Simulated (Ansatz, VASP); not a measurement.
Na3TeH in VASP and in Ansatz

```
Na Te H
1.0
     4.76717    0.00000    0.00000
     0.00000    4.76717    0.00000
     0.00000    0.00000    4.76717
Na Te H
3 1 1
Direct
  0.50000 0.00000 0.50000
  0.00000 0.50000 0.50000
  0.50000 0.50000 0.00000
  0.00000 0.00000 0.00000
  0.50000 0.50000 0.50000
```

Alike in both runs: task single point; functional PBE; k mesh 4 × 4 × 4; occupations gaussian, width 0.1 eV; no spin polarisation.

|  | VASP | Ansatz |
| --- | --- | --- |
| version | VASP 6.6.1 | Ansatz 0.2.0 |
| potentials or method | VASP PAW PBE potentials, release 64 (Na_pv, Te, H), cutoff 500 eV | scalar-relativistic, plane waves, PAW |
| valence electrons in the cell | 28 | 44 |

```tsv
	VASP	Ansatz	Ansatz less VASP
gap on the k mesh at the Fermi level (eV)	2.61	2.61	+0.002
least direct gap on the mesh (eV)	2.79	2.79	+0.002
pressure (GPa)	-0.1	-0.1	0.00
```

VASP's potentials hold 28 valence electrons a cell and Ansatz's 44, so a difference there can come from the potentials and not from the codes.

Neither program's run includes spin-orbit coupling.
